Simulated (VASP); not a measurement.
Set up this calculation in VASP 6.6.1, as the native input.

* Task: single point
* Functional: PBE
* Potentials or basis: VASP PAW PBE potentials, release 64 (Si, C)
* Cutoff: 520 eV
* k mesh: 6 × 6 × 2
* Occupations: gaussian, width 0.1 eV
* Spin: collinear spin
* Starting moments: [0.0, 0.0, 0.0, 1.0] μB
* Dipole correction: no
* Further INCAR settings: ALGO = Normal; EDIFF = 1e-06; NBANDS = 20

The structure of Si3C lies in POSCAR:

```
Si3C
1.0
    2.4973951400      0.0000000000      0.0000000000
    0.0000000000      2.5789798800      0.0000000000
    0.0000000000      0.0000000000      9.2665716900
Si C
3 1
Direct
    0.0000000000      0.5000000000      0.2560429900
    0.0000000000      0.0000000000      0.5000000000
    0.0000000000      0.5000000000      0.7439570100
    0.0000000000      0.0000000000      0.0000000000
```

The cell was built from a structure type or drawn by symmetry, and may not be a known phase.

The input as run:

INCAR

```
SYSTEM = Si3C
PREC = Accurate
ENCUT = 520
EDIFF = 1E-6
ISMEAR = 0
SIGMA = 0.1
LREAL = .False.
LASPH = .True.
NELM = 150
ALGO = Normal
ISIF = 2
LWAVE = .False.
LCHARG = .False.
ISPIN = 2
MAGMOM = 0 0 0 1
LORBIT = 11
GGA = PE
NBANDS = 20
```

KPOINTS

```
Automatic mesh
0
Gamma
  6 6 2
  0 0 0
```

Potentials or basis: VASP PAW PBE potentials, release 64 (Si, C).

Run with:

```sh
$ cat potpaw_PBE.64/Si/POTCAR potpaw_PBE.64/C/POTCAR > POTCAR
$ mpirun -np 1 vasp_std > vasp.out
```

Results of the run:

The pressure is -10.3 GPa, the largest force is 1.522 eV/Å and the band gap on the k mesh is zero (filled and empty bands overlap). The net moment is 0.00 μB per cell. The valence electrons inside the program's atomic spheres are Si 1.56, 1.60 (each value once); C 1.99.

Caveat: the k points lie up to 0.42 Å⁻¹ apart, too coarse for converged energies and pressures of a metal; forces of over 1 eV/Å act on the atoms, so gaps and moduli don't describe the material at rest.

Run time: 38 s on 1 thread of AMD EPYC 9R45 96-Core Processor (Zen 5), with other jobs on the host, peak memory 0.18 GiB.
